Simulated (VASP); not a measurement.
# GaSb3 (Fm-3m) in VASP: single point with PBE

Aim: the single point of GaSb3 with PBE.

Everything below comes from runs of VASP 6.6.1. Logs are shortened: lines on timing, memory, paths and dates and some standing lists are left out, and cuts for length are marked.

### 1 The cell of the first run

It takes space group Fm-3m (No. 225, cubic). Conventional cell: a = 7.428 Å, b = 7.428 Å, c = 7.428 Å, α = 90.00°, β = 90.00°, γ = 90.00°. Ga (site symmetry m-3m) has 14 Sb at 3.22 to 3.71 Å within 4.2 Å. Within 4.2 Å of Sb (site symmetry m-3m) lie 8 Sb at 3.22 Å and 6 Ga at 3.71 Å. Sb (site symmetry -43m) has 4 Ga at 3.22 Å and 10 Sb at 3.22 to 3.71 Å within 4.2 Å.

The cell was built from a structure type or drawn by symmetry, and may not be a known phase.

### 2 Single point, PBE

INCAR

```
PREC     = Accurate       # precision mode
ENCUT    = 500            # plane-wave cutoff, eV
EDIFF    = 1E-6           # SCF threshold, eV
ISMEAR   = 0              # smearing method
SIGMA    = 0.2            # smearing width, eV
LREAL    = F              # projectors in reciprocal space
LASPH    = T              # aspherical terms in the spheres
NELM     = 120            # most SCF steps
ALGO     = Normal         # electronic algorithm
ISIF     = 2              # what is computed and relaxed
LWAVE    = F              # write WAVECAR
LCHARG   = F              # write CHGCAR
GGA      = PE             # functional
NBANDS   = 22             # bands
GGA_COMPAT= F
```

KPOINTS

```
Automatic mesh
0
Gamma
  5 5 5
```

POSCAR

```
GaSb3
1.0
    0.0000000000      3.7139061501      3.7139061501
    3.7139061501      0.0000000000      3.7139061501
    3.7139061501      3.7139061501      0.0000000000
Ga Sb
1 3
Direct
    0.0000000000      0.0000000000      0.0000000000
    0.5000000000      0.5000000000      0.5000000000
    0.2500000000      0.2500000000      0.2500000000
    0.7500000000      0.7500000000      0.7500000000
```

Potentials or basis: VASP PAW PBE potentials, release 64 (Ga_d, Sb).

On the command line:

```bash
$ cat potpaw_PBE.64/Ga_d/POTCAR potpaw_PBE.64/Sb/POTCAR > POTCAR
$ mpirun -np 1 vasp_std > vasp.out
```

OUTCAR:

```text
PREC = Accurate
   ENCUT = 500
   EDIFF = 1E-6
   ISMEAR = 0
   LREAL = F
   LASPH = T
   NELM = 120
   ISIF = 2
   GGA = PE

 ion  position               nearest neighbor table
   1  0.000  0.000  0.000-   3 3.22   4 3.22   4 3.22   4 3.22   4 3.22   3 3.22   3 3.22   3 3.22

   2  0.500  0.500  0.500-   3 3.22   4 3.22   3 3.22   3 3.22   3 3.22   4 3.22   4 3.22   4 3.22

   3  0.250  0.250  0.250-   1 3.22   2 3.22   1 3.22   1 3.22   1 3.22   2 3.22   2 3.22   2 3.22
                             4 3.71   4 3.71   4 3.71   4 3.71   4 3.71   4 3.71
   4  0.750  0.750  0.750-   1 3.22   2 3.22   2 3.22   2 3.22   2 3.22   1 3.22   1 3.22   1 3.22
                             3 3.71   3 3.71   3 3.71   3 3.71   3 3.71   3 3.71

  LATTYP: Found a face centered cubic cell.
 ALAT       =     7.4278123002

  Lattice vectors:

 A1 = (   0.0000000000,   3.7139061501,   3.7139061501)
 A2 = (   3.7139061501,   0.0000000000,   3.7139061501)
 A3 = (   3.7139061501,   3.7139061501,   0.0000000000)

Analysis of symmetry for initial positions (statically):
=====================================================================
 Subroutine PRICEL returns:
 Original cell was already a primitive cell.

 Routine SETGRP: Setting up the symmetry group for a
 face centered cubic supercell.

 Subroutine GETGRP returns: Found 48 space group operations
 (whereof 48 operations were pure point group operations)
 out of a pool of 48 trial point group operations.

The static configuration has the point symmetry O_h .

Analysis of symmetry for dynamics (positions and initial velocities):
=====================================================================
 Subroutine PRICEL returns:
 Original cell was already a primitive cell.

 Routine SETGRP: Setting up the symmetry group for a
 face centered cubic supercell.

 Subroutine GETGRP returns: Found 48 space group operations
 (whereof 48 operations were pure point group operations)
 out of a pool of 48 trial point group operations.

The dynamic configuration has the point symmetry O_h .

 Subroutine INISYM returns: Found 48 space group operations
 (whereof 48 operations are pure point group operations),
 and found     1 'primitive' translations

----------------------------------------------------------------------------------------

                                     Primitive cell

  volume of cell :     102.4525

  direct lattice vectors                    reciprocal lattice vectors
     0.000000000  3.713906150  3.713906150    -0.134629142  0.134629142  0.134629142
     3.713906150  0.000000000  3.713906150     0.134629142 -0.134629142  0.134629142
     3.713906150  3.713906150  0.000000000     0.134629142  0.134629142 -0.134629142

  length of vectors
     5.252256447  5.252256447  5.252256447     0.233184515  0.233184515  0.233184515

  position of ions in fractional coordinates (direct lattice)
     0.000000000  0.000000000  0.000000000
     0.500000000  0.500000000  0.500000000
     0.250000000  0.250000000  0.250000000
     0.750000000  0.750000000  0.750000000

  ion indices of the primitive-cell ions
   primitive index   ion index
                 1           1
                 2           2
                 3           3
                 4           4

----------------------------------------------------------------------------------------

 KPOINTS: Automatic mesh

Automatic generation of k-mesh.
 Grid dimensions read from file:
 generate k-points for:    5    5    5

 Generating k-lattice:

  Cartesian coordinates                     Fractional coordinates (reciprocal lattice)
    -0.026925828  0.026925828  0.026925828     0.200000000  0.000000000  0.000000000
     0.026925828 -0.026925828  0.026925828     0.000000000  0.200000000  0.000000000
     0.026925828  0.026925828 -0.026925828     0.000000000  0.000000000  0.200000000

  Length of vectors
     0.046636903  0.046636903  0.046636903

  Shift w.r.t. Gamma in fractional coordinates (k-lattice)
     0.000000000  0.000000000  0.000000000

 Subroutine IBZKPT returns following result:
 ===========================================

 Found     10 irreducible k-points:

 Following reciprocal coordinates:
            Coordinates               Weight
  0.000000  0.000000  0.000000      1.000000
  0.200000  0.000000  0.000000      8.000000
  0.400000  0.000000  0.000000      8.000000
  0.200000  0.200000  0.000000      6.000000
  0.400000  0.200000  0.000000     24.000000
 -0.400000  0.200000  0.000000     24.000000
 -0.200000  0.200000  0.000000     12.000000
  0.400000  0.400000  0.000000      6.000000
 -0.400000  0.400000  0.000000     12.000000
 -0.400000  0.400000  0.200000     24.000000
   k-points           NKPTS =     10   k-points in BZ     NKDIM =     10   number of bands    NBANDS=     22
   number of dos      NEDOS =    301   number of ions     NIONS =      4
   total plane-waves  NPLWV =  64000
   dimension x,y,z NGX =    40 NGY =   40 NGZ =   40
   dimension x,y,z NGXF=    80 NGYF=   80 NGZF=   80
   ions per type =               1   3
   NGX,Y,Z   is equivalent  to a cutoff of  12.66, 12.66, 12.66 a.u.
   NGXF,Y,Z  is equivalent  to a cutoff of  25.32, 25.32, 25.32 a.u.
 SYSTEM =  unknown system
   PREC   = accura    normal or accurate (medium, high low for compatibility)
   ISTART =      0    job   : 0-new  1-cont  2-samecut
   ICHARG =      2    charge: 1-file 2-atom 10-const
   ISPIN  =      1    spin polarized calculation?
   LNONCOLLINEAR =      F non collinear calculations
   LSORBIT =      F    spin-orbit coupling
   LASPH  =      T    aspherical Exc in radial PAW
   ENCUT  =  500.0 eV  36.75 Ry    6.06 a.u.   9.58  9.58  9.58*2*pi/ulx,y,z
   NELM   =    120;   NELMIN=  2; NELMDL= -5     # of ELM steps
   EDIFF  = 0.1E-05   stopping-criterion for ELM
   LREAL  =      F    real-space projection
   EDIFFG = 0.1E-04   stopping-criterion for IOM
   NSW    =      0    number of steps for IOM
   IBRION =     -1    ionic relax: 0-MD 1-quasi-New 2-CG
   NFREE  =      0    steps in history (QN), initial steepest desc. (CG)
   ISIF   =      2    stress and relaxation
   ISYM   =      2    0-nonsym 1-usesym 2-fastsym
   POTIM  = 0.5000    time-step for ionic-motion
   TEBEG  =    0.0;   TEEND  =   0.0 temperature during run
   PSTRESS=    0.0 pullay stress
   NELECT =      28.0000    total number of electrons
   NUPDOWN=      -1.0000    fix difference up-down
   EMIN   =  10.00;   EMAX   =-10.00  energy-range for DOS
   EFERMI =   0.00;   METHOD = LEGACY
   ISMEAR =     0;   SIGMA  =   0.20  broadening in eV -4-tet -1-fermi 0-gaus
   EFERMI_NEDOS =   21; number of points for ismear=-14 and -15
   IALGO  =     38    algorithm
   IMIX   =      4    mixing-type and parameters
     AMIX     =   0.40;   BMIX     =  1.00
     AMIX_MAG =   1.60;   BMIX_MAG =  1.00
  volume/ion in A,a.u.               =      25.61       172.85
  Fermi-wavevector in a.u.,A,eV,Ry     =   1.062396  2.007638 15.356706  1.128686
  Thomas-Fermi vector in A             =   2.197846
   LORBIT       =      0    0 simple, 1 ext, 2 COOP (PROOUT), +10 PAW based schemes
   GGA     = PE    functional components
   LHFCALC =     F    Hartree Fock is set to
   AEXX    =    0.0000 exact exchange contribution
   IVDW    =     0    specifies the selected vdW correction
   LEPSILON=     F    determine dielectric tensor
   LRPA    =     F    only Hartree local field effects (RPA)
 non-spin polarized calculation
 Gauss-broadening in eV      SIGMA  =   0.20
  energy-cutoff  :      500.00
  volume of cell :      102.45
 maximum number of plane-waves:      2637
 NGX is ok and might be reduce to    40
   NGX = 19   NGY = 19   NGZ = 19

 number of electron      28.0000015 magnetization

 Free energy of the ion-electron system (eV)
  ---------------------------------------------------
  ext. energy  EPLUGINS =         0.00000000
  ---------------------------------------------------
  free energy    TOTEN  =       -14.66774111 eV

  energy without entropy =      -14.63300375  energy(sigma->0) =      -14.65037243

 E-fermi :   7.3299     XC(G=0): -10.2500

 val. band max:        7.2330821535   @ k =  -0.2000   0.2000   0.0000
 cond. band min:       7.5004535961   @ k =   0.4000   0.4000   0.0000
 fundamental gap:      0.2673714426
 Fermi energy:         7.3298853099

 k-point     1 :       0.0000    0.0000    0.0000
  band No.  band energies     occupation
      1      -7.1239      2.00000
      2      -7.1239      2.00000
      3      -7.1239      2.00000
      4      -7.1107      2.00000
      5      -7.1107      2.00000
      6      -4.9246      2.00000
[... 14 lines left out ...]
     21      14.4645      0.00000
     22      14.4645      0.00000

 k-point     2 :       0.2000    0.0000    0.0000
  band No.  band energies     occupation
      1      -7.1258      2.00000
      2      -7.1231      2.00000
      3      -7.1231      2.00000
      4      -7.1109      2.00000
      5      -7.1109      2.00000
      6      -4.6150      2.00000
[... 14 lines left out ...]
     21      12.3095      0.00000
     22      13.6920      0.00000

 k-point     3 :       0.4000    0.0000    0.0000
  band No.  band energies     occupation
      1      -7.1292      2.00000
      2      -7.1220      2.00000
      3      -7.1220      2.00000
      4      -7.1111      2.00000
      5      -7.1111      2.00000
      6      -3.7427      2.00000
[... 14 lines left out ...]
     21      12.4683      0.00000
     22      14.8983      0.00000
[... 126 lines left out ...]
 k-point     9 :      -0.4000    0.4000    0.0000
  band No.  band energies     occupation
      1      -7.1309      2.00000
      2      -7.1215      2.00000
      3      -7.1196      2.00000
      4      -7.1149      2.00000
      5      -7.1103      2.00000
      6      -2.3860      2.00000
[... 14 lines left out ...]
     21      12.6593      0.00000
     22      14.2870      0.00000

 k-point    10 :      -0.4000    0.4000    0.2000
  band No.  band energies     occupation
      1      -7.1283      2.00000
      2      -7.1243      2.00000
      3      -7.1197      2.00000
      4      -7.1139      2.00000
      5      -7.1107      2.00000
      6      -2.9684      2.00000
[... 14 lines left out ...]
     21      12.3906      0.00000
     22      14.7653      0.00000

------------------------ aborting loop because EDIFF is reached ----------------------------------------

  FORCE on cell =-STRESS in cart. coord.  units (eV):
  Direction    XX          YY          ZZ          XY          YZ          ZX
  --------------------------------------------------------------------------------------
  -------------------------------------------------------------------------------------
  Total        0.0410581      0.0410581      0.0410581      0.0000000     -0.0000000     -0.0000000
  in kB        0.6420761      0.6420761      0.6420761      0.0000000     -0.0000000     -0.0000000
  external PRESSURE =       0.6420761 kB  Pullay stress =       0.0000000 kB

 VOLUME and BASIS-vectors are now :
 -----------------------------------------------------------------------------
  energy-cutoff  :      500.00
  volume of cell :      102.45
      direct lattice vectors                 reciprocal lattice vectors
     0.000000000  3.713906150  3.713906150    -0.134629142  0.134629142  0.134629142
     3.713906150  0.000000000  3.713906150     0.134629142 -0.134629142  0.134629142
     3.713906150  3.713906150  0.000000000     0.134629142  0.134629142 -0.134629142

 POSITION                                       TOTAL-FORCE (eV/Angst)
 -----------------------------------------------------------------------------------
      0.00000      0.00000      0.00000         0.000000      0.000000      0.000000
      3.71391      3.71391      3.71391         0.000000      0.000000      0.000000
      1.85695      1.85695      1.85695         0.000000      0.000000      0.000000
      5.57086      5.57086      5.57086        -0.000000     -0.000000     -0.000000
 -----------------------------------------------------------------------------------
    total drift:                               -0.000000      0.000000      0.000000

  FREE ENERGIE OF THE ION-ELECTRON SYSTEM (eV)
  ---------------------------------------------------
  free  energy   TOTEN  =       -14.6677411114 eV

  energy  without entropy=      -14.6330037472  energy(sigma->0) =      -14.65037243
```

Wall time 25 s (1 thread of AMD EPYC 7R43 (Zen 3), shared host); peak memory 0.2 GiB.

Results:

- Free energy: -14.6677 eV
- Pressure: 0.1 GPa
- Band gap on the k mesh: zero (bands 14 and 15 overlap by 2.97 eV)

Levels at points of the mesh, in eV from the Fermi level:
```
           k point  band 11  band 12  band 13  band 14  band 15  band 16  band 17  band 18
(0.00, 0.00, 0.00)    -2.31    -2.31    -2.14    -2.14    -2.14    -0.40    -0.40    -0.40
```

Caveat: spin-orbit coupling is left out, which moves the levels of the heavy elements.
